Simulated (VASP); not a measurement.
# HfC (Fm-3m) in VASP: notebook, part 2 of 2

VASP 6.6.1. Earlier steps stand in the parts before.

### Step 6. Single point, PBE

The input, INCAR:

```
PREC = Accurate ; ENCUT = 520
EDIFF = 1E-7 ; ISMEAR = 0
SIGMA = 0.1 ; LREAL = False
LASPH = True ; NELM = 100
ALGO = Normal ; ISIF = 2
LWAVE = False ; LCHARG = False
GGA = PE ; NBANDS = 14
```

The input, KPOINTS:

```
regular mesh
0
Gamma
  8 8 8
```

The input, POSCAR:

```
HfC
1.0
    0.0000000000      2.3250000000      2.3250000000
    2.3250000000      0.0000000000      2.3250000000
    2.3250000000      2.3250000000      0.0000000000
Hf C
1 1
Direct
    0.5000000000      0.5000000000      0.5000000000
    0.0000000000      0.0000000000      0.0000000000
```

Potentials or basis: VASP PAW PBE potentials, release 64 (Hf_pv, C).

The run is started by

```bash
cat potpaw_PBE.64/Hf_pv/POTCAR potpaw_PBE.64/C/POTCAR > POTCAR
mpirun -np 1 vasp_std > vasp.out
```

OUTCAR:

```text
PREC = Accurate
   ENCUT = 520
   EDIFF = 1E-7
   ISMEAR = 0
   LREAL = False
   LASPH = True
   NELM = 100
   ISIF = 2
   GGA = PE

 ion  position               nearest neighbor table
   1  0.500  0.500  0.500-   2 2.33   2 2.33   2 2.33   2 2.33   2 2.33   2 2.33
   2  0.000  0.000  0.000-   1 2.33   1 2.33   1 2.33   1 2.33   1 2.33   1 2.33

  LATTYP: Found a face centered cubic cell.
 ALAT       =     4.6500000000

  Lattice vectors:

 A1 = (   0.0000000000,   2.3250000000,   2.3250000000)
 A2 = (   2.3250000000,   0.0000000000,   2.3250000000)
 A3 = (   2.3250000000,   2.3250000000,   0.0000000000)

Analysis of symmetry for initial positions (statically):
=====================================================================
 Subroutine PRICEL returns:
 Original cell was already a primitive cell.

 Routine SETGRP: Setting up the symmetry group for a
 face centered cubic supercell.

 Subroutine GETGRP returns: Found 48 space group operations
 (whereof 48 operations were pure point group operations)
 out of a pool of 48 trial point group operations.

The static configuration has the point symmetry O_h .

Analysis of symmetry for dynamics (positions and initial velocities):
=====================================================================
 Subroutine PRICEL returns:
 Original cell was already a primitive cell.

 Routine SETGRP: Setting up the symmetry group for a
 face centered cubic supercell.

 Subroutine GETGRP returns: Found 48 space group operations
 (whereof 48 operations were pure point group operations)
 out of a pool of 48 trial point group operations.

The dynamic configuration has the point symmetry O_h .

 Subroutine INISYM returns: Found 48 space group operations
 (whereof 48 operations are pure point group operations),
 and found     1 'primitive' translations

----------------------------------------------------------------------------------------

                                     Primitive cell

  volume of cell :      25.1362

  direct lattice vectors                    reciprocal lattice vectors
[... 118 lines left out ...]
 non-spin polarized calculation
 Gauss-broadening in eV      SIGMA  =   0.10
  energy-cutoff  :      520.00
  volume of cell :       25.14
 maximum number of plane-waves:       700
   NGX = 13   NGY = 13   NGZ = 13

 number of electron      14.0000000 magnetization

 Free energy of the ion-electron system (eV)
  ---------------------------------------------------
  ext. energy  EPLUGINS =         0.00000000
  ---------------------------------------------------
  free energy    TOTEN  =       -21.04238204 eV

  energy without entropy =      -21.04077664  energy(sigma->0) =      -21.04157934

 E-fermi :   5.8764     XC(G=0): -12.2850

 val. band max:        5.8574840922   @ k =   0.5000   0.5000   0.0000
 cond. band min:       5.9356605293   @ k =   0.1250   0.1250   0.0000
 fundamental gap:      0.0781764372
 Fermi energy:         5.8763712308

 k-point     1 :       0.0000    0.0000    0.0000
  band No.  band energies     occupation
      1     -23.6189      2.00000
      2     -23.6189      2.00000
      3     -23.6189      2.00000
      4      -6.3551      2.00000
      5       6.9546      0.00000
      6       6.9546      0.00000
      7       6.9546      0.00000
      8       7.3448      0.00000
      9       7.3448      0.00000
     10       7.3448      0.00000
     11       9.3440      0.00000
     12       9.3440      0.00000
     13      12.7824      0.00000
     14      16.9538      0.00000
[... 377 lines left out ...]
      1     -24.1927      2.00000
      2     -23.8631      2.00000
      3     -23.7461      2.00000
      4      -3.2057      2.00000
      5       0.9761      2.00000
      6       3.1957      2.00000
      7       3.4754      2.00000
      8       9.8470      0.00000
      9      10.1631      0.00000
     10      11.9874      0.00000
     11      14.8354      0.00000
     12      15.4827      0.00000
     13      16.9499      0.00000
     14      19.2164      0.00000

 [... further k-points ...]

------------------------ aborting loop because EDIFF is reached ----------------------------------------

  FORCE on cell =-STRESS in cart. coord.  units (eV):
  Direction    XX          YY          ZZ          XY          YZ          ZX
  --------------------------------------------------------------------------------------
  -------------------------------------------------------------------------------------
  Total       -0.0675553     -0.0675553     -0.0675553     -0.0000000      0.0000000     -0.0000000
  in kB       -4.3059709     -4.3059709     -4.3059709     -0.0000000      0.0000000     -0.0000000
  external PRESSURE =      -4.3059709 kB  Pullay stress =       0.0000000 kB

 VOLUME and BASIS-vectors are now :
 -----------------------------------------------------------------------------
  energy-cutoff  :      520.00
  volume of cell :       25.14
      direct lattice vectors                 reciprocal lattice vectors
     0.000000000  2.325000000  2.325000000    -0.215053763  0.215053763  0.215053763
     2.325000000  0.000000000  2.325000000     0.215053763 -0.215053763  0.215053763
     2.325000000  2.325000000  0.000000000     0.215053763  0.215053763 -0.215053763

 POSITION                                       TOTAL-FORCE (eV/Angst)
 -----------------------------------------------------------------------------------
      2.32500      2.32500      2.32500         0.000000     -0.000000      0.000000
      0.00000      0.00000      0.00000        -0.000000      0.000000     -0.000000
 -----------------------------------------------------------------------------------
    total drift:                                0.000000     -0.000000      0.000000

  FREE ENERGIE OF THE ION-ELECTRON SYSTEM (eV)
  ---------------------------------------------------
  free  energy   TOTEN  =       -21.0423820357 eV

  energy  without entropy=      -21.0407766391  energy(sigma->0) =      -21.04157934
```

Run time: 6.3 s. Hardware: 1 thread of Intel Xeon 6455B, shared host; peak memory 0.14 GiB.

Results:

| Property | Result |
| --- | --- |
| Free energy | -21.0424 eV |
| Pressure | -0.4 GPa |
| Band gap on the k mesh | zero (band 7 reaches 6.95 eV, above the bottom of band 8 at 5.53 eV) |

Levels at points of the mesh, in eV from the Fermi level:
```
           k point  band 3  band 4  band 5  band 6  band 7  band 8  band 9  band 10  band 11  band 12
(0.00, 0.00, 0.00)  -29.50  -12.23    1.08    1.08    1.08    1.47    1.47     1.47     3.47     3.47
(0.50, 0.00, 0.00)  -29.56   -8.49   -6.06   -2.90   -2.90    5.39    5.39     5.86     6.63    11.47
(0.50, 0.50, 0.00)  -29.73  -10.33   -2.51   -1.69   -0.02   -0.02    5.39     6.81     6.81     8.51
```

Caveat: spin-orbit coupling is left out, which moves the levels of the heavy elements.

### Step 7. Single point, PBE

The input, INCAR:

```
ALGO = Normal
EDIFF = 1E-6
ENCUT = 520
GGA = PE
ISIF = 2
ISMEAR = 0
LASPH = True
LCHARG = True
LELF = True
LREAL = False
LVHAR = True
LWAVE = False
NBANDS = 14
NELM = 80
PREC = Accurate
SIGMA = 0.1
```

The input, KPOINTS:

```
k-points
0
Gamma
  10 10 10
```

POSCAR is that of step 6.

Potentials or basis: VASP PAW PBE potentials, release 64 (Hf_pv, C).

The run is started by

```bash
cat potpaw_PBE.64/Hf_pv/POTCAR potpaw_PBE.64/C/POTCAR > POTCAR
mpirun -np 1 vasp_std > vasp.out
```

OUTCAR:

```text
EDIFF = 1E-6
   ENCUT = 520
   GGA = PE
   ISIF = 2
   ISMEAR = 0
   LASPH = True
   LREAL = False
   NELM = 80
   PREC = Accurate

 ion  position               nearest neighbor table
   1  0.500  0.500  0.500-   2 2.33   2 2.33   2 2.33   2 2.33   2 2.33   2 2.33
   2  0.000  0.000  0.000-   1 2.33   1 2.33   1 2.33   1 2.33   1 2.33   1 2.33

  LATTYP: Found a face centered cubic cell.
 ALAT       =     4.6500000000

  Lattice vectors:

 A1 = (   0.0000000000,   2.3250000000,   2.3250000000)
 A2 = (   2.3250000000,   0.0000000000,   2.3250000000)
[... 586 lines left out ...]
     11      12.4653      0.00000
     12      14.2281      0.00000
     13      17.5391      0.00000
     14      18.6134      0.00000

 [... further k-points ...]
[... 5 lines left out ...]
  --------------------------------------------------------------------------------------
  -------------------------------------------------------------------------------------
  Total       -0.0676928     -0.0676928     -0.0676928      0.0000000     -0.0000000      0.0000000
  in kB       -4.3147335     -4.3147335     -4.3147335      0.0000000     -0.0000000      0.0000000
  external PRESSURE =      -4.3147335 kB  Pullay stress =       0.0000000 kB

 VOLUME and BASIS-vectors are now :
 -----------------------------------------------------------------------------
  energy-cutoff  :      520.00
  volume of cell :       25.14
      direct lattice vectors                 reciprocal lattice vectors
     0.000000000  2.325000000  2.325000000    -0.215053763  0.215053763  0.215053763
     2.325000000  0.000000000  2.325000000     0.215053763 -0.215053763  0.215053763
     2.325000000  2.325000000  0.000000000     0.215053763  0.215053763 -0.215053763

 POSITION                                       TOTAL-FORCE (eV/Angst)
 -----------------------------------------------------------------------------------
      2.32500      2.32500      2.32500        -0.000000     -0.000000     -0.000000
      0.00000      0.00000      0.00000         0.000000      0.000000      0.000000
 -----------------------------------------------------------------------------------
    total drift:                                0.000000     -0.000000      0.000000

  FREE ENERGIE OF THE ION-ELECTRON SYSTEM (eV)
  ---------------------------------------------------
  free  energy   TOTEN  =       -21.0436929580 eV

  energy  without entropy=      -21.0420618024  energy(sigma->0) =      -21.04287738
```

stdout:

```text
POSCAR found type information on POSCAR HfC
 POSCAR found :  2 types and       2 ions
 scaLAPACK will be used
 LDA part: xc-table for (Slater+PW92), standard interpolation
 POSCAR, INCAR and KPOINTS ok, starting setup
 FFT: planning ... GRIDC
 FFT: planning ... GRID_SOFT
 FFT: planning ... GRID
 WAVECAR not read
 entering main loop
```

It took 8.5 s on 1 thread of Intel Xeon 6455B, shared host; peak memory 0.15 GiB.

Results:

```
Free energy            : -21.0437 eV
Pressure               : -0.4 GPa
Band gap on the k mesh : zero (band 7 reaches 6.95 eV, above the bottom of band 8 at 5.55 eV)
```

Caveat: spin-orbit coupling is left out, which moves the levels of the heavy elements.

### Step 8. Summary

```csv
k mesh,gap on the mesh (eV),pressure (GPa)
3 × 3 × 3,none,-0.5
4 × 4 × 4,none,-1.7
5 × 5 × 5,none,0.2
7 × 7 × 7,none,-0.4
8 × 8 × 8,none,-0.4
10 × 10 × 10,none,-0.4
```

Alike in all rows: task single point; level PBE; potentials or basis VASP PAW PBE potentials, release 64 (Hf_pv, C); no spin polarisation; cell as given; cutoff (eV) 520; smearing gaussian 0.1 eV.

Caveats: some runs use coarse meshes; spin-orbit coupling is left out, which moves the levels of the heavy elements.

Total energies depend on the potentials used, so only differences within one code and one set of settings carry meaning.
